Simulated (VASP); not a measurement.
# CaH8Cl2O4: single point with PBE+D3(BJ)

System: CaH8Cl2O4.

```xyz
15
Lattice="5.7083 0.0000 0.0000 0.0000 5.7083 0.0000 0.0000 0.0000 5.7083" Properties=species:S:1:pos:R:3 pbc="T T T"
O     4.1366    1.7542    2.4821
O     0.2652    5.3077    3.1756
O     2.0428    2.7069    4.1616
O     2.8946    4.3624    1.7952
H     4.7369    1.1116    2.8390
H     4.6123    2.2796    1.8193
H     1.0044    5.3763    3.7444
H     0.5437    4.8382    2.3240
H     1.5829    2.9461    4.9449
H     2.1838    1.7479    4.2931
H     2.1213    3.9538    1.4572
H     3.1107    4.8764    1.0070
Ca    4.1678    3.7503    3.8203
Cl   -2.5815    0.2042   -0.6494
Cl    0.0426    3.4287    0.5024
```

| Property | Result |
| --- | --- |
| Program | VASP 6.6.1 |
| Task | single point |
| Functional | PBE |
| Dispersion | D3(BJ) |
| Potentials or basis | VASP PAW PBE potentials, release 64 (O, H, Ca_sv, Cl) |
| Cutoff | 520 eV |
| k mesh | 1 × 1 × 1 |
| Occupations | fermi-dirac, width 0.05 eV |
| Spin | no spin polarisation |

- Pressure: 3.5 GPa
- Largest force: 3.334 eV/Å
- Dispersion energy per atom: -0.073 eV

Forces on the atoms (eV/Å):
```
O   -1.139  1.081  0.460
O   -2.178 -1.001 -2.317
O    0.955  0.104 -1.926
O    1.322  0.161  1.584
H    1.137 -1.208  0.311
H    0.521 -0.153 -1.052
H    2.140  0.131  1.299
H   -0.072  0.763  0.901
H   -1.440  0.818  1.944
H    0.300 -0.488 -0.193
H   -1.931 -1.519 -0.256
H    0.757  1.188 -0.680
Ca  -0.447  0.210  0.058
Cl   0.215 -0.319 -0.222
Cl  -0.140  0.232  0.089
```

Stress tensor (GPa, compression positive):
```
 4.03 -0.79 -2.43
-0.79  3.58 -1.29
-2.43 -1.29  2.88
```

Levels at points of the mesh, in eV from the Fermi level:
| k point | band 24 | band 25 | band 26 | band 27 | band 28 | band 29 | band 30 | band 31 | band 32 | band 33 |
| --- | --- | --- | --- | --- | --- | --- | --- | --- | --- | --- |
| (0.00, 0.00, 0.00) | -1.82 | -1.68 | -1.53 | -1.39 | -1.25 | 3.83 | 5.60 | 5.65 | 5.75 | 6.64 |

Wall time 44 s on 1 thread of Intel Xeon 8259CL (shared host), peak memory 0.25 GiB.

Caveat: the k points lie up to 1.10 Å⁻¹ apart; the atoms stand as in a frame of molecular dynamics.
